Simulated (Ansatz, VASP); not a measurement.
## One calculation of V, two programs

INCAR

```
ALGO     = Normal         # electronic algorithm
EDIFF    = 1E-6           # SCF threshold, eV
ENCUT    = 520            # plane-wave cutoff, eV
GGA      = PS             # functional
ISIF     = 2              # what is computed and relaxed
ISMEAR   = -1             # smearing method
ISPIN    = 2              # spin polarisation
LASPH    = True           # aspherical terms in the spheres
LCHARG   = False          # write CHGCAR
LDAU     = True           # DFT+U
LDAUJ    = 0            
LDAUL    = 2              # shell
LDAUPRINT= 1            
LDAUTYPE = 2            
LDAUU    = 4              # U, eV
LMAXMIX  = 4              # l up to which the mixer works
LORBIT   = 11             # projections on sites
LREAL    = False          # projectors in reciprocal space
LWAVE    = False          # write WAVECAR
MAGMOM   = 2              # initial moments
NBANDS   = 16             # bands
NELM     = 150            # most SCF steps
PREC     = Accurate       # precision mode
SIGMA    = 0.05           # smearing width, eV
```

File KPOINTS:

```
k-points
0
Gamma
  12 12 12
```

Contents of POSCAR:

```
V
1.0
   -1.5143500000      1.5143500000      1.5143500000
    1.5143500000     -1.5143500000      1.5143500000
    1.5143500000      1.5143500000     -1.5143500000
V
1
Direct
    0.0000000000      0.0000000000      0.0000000000
```

The input input.yaml:

```yaml
crystal:
  lattice:
    - [-1.51435, 1.51435, 1.51435]
    - [1.51435, -1.51435, 1.51435]
    - [1.51435, 1.51435, -1.51435]
  atoms:
    - { symbol: V, position: [0.0, 0.0, 0.0], spin: 2.0 }
kpoints:
  mp_grid: { grid: [12, 12, 12] }
scf:
  occupations: { method: fermi_dirac, width: 0.05 }
hamiltonian:
  xc: pbesol
  pseudopotentials: { kind: all_electron, lapw: { basis_error: 0.001 } }
  hubbard:
    sites: [{ species: V, l: d, u_eff: 4 }]
    double_counting: fll
    projectors: ortho-atomic
magnetization:
  spin_polarized: true
output:
  forces: true
  stress: true
  eigenvalues: true
  dos: { projected: false, de: 0.1, e_range: [-10, 6] }
  hubbard: {}
```

Alike in both runs: functional PBEsol; k mesh 12 × 12 × 12; occupations fermi-dirac, width 0.05 eV; collinear spin; Hubbard terms V d U = 4.0 eV.

|  | VASP | Ansatz |
| --- | --- | --- |
| version | VASP 6.6.1 | Ansatz 0.2.0 |
| potentials or method | VASP PAW PBE potentials, release 64 (V_sv), cutoff 520 eV | all-electron LAPW, scalar-relativistic |
| task | single point | density of states |

VASP gave:

| Item | Value |
| --- | --- |
| gap on the k mesh at the Fermi level (eV) | none |
| pressure (GPa) | 5.0 |
| net moment per atom (μB) | 0.95 |
| size of the moment on the site where the two differ most (μB) | 0.85 |

Problem. Estimate Ansatz's values.

Solution. gap on the k mesh at the Fermi level (eV): none; pressure (GPa): 21.4; net moment per atom (μB): 1.86; size of the moment on the site where the two differ most (μB): 1.72.

The net moments are unlike, so the other rows may belong to different states. VASP's potentials were made for PBE, not for PBEsol. Site moments also hang on the region over which each program counts them. The programs project onto different local orbitals, so the same U acts differently, and such runs can settle in different states. A gap of «none» marks a metal or a gap that the smearing closes. Ansatz ran all-electron here, and VASP with PAW potentials.

Noted on Ansatz's run: the magnetic state may not be the lowest; U is the effective U less J, on atomic orbitals that reach past the spheres.
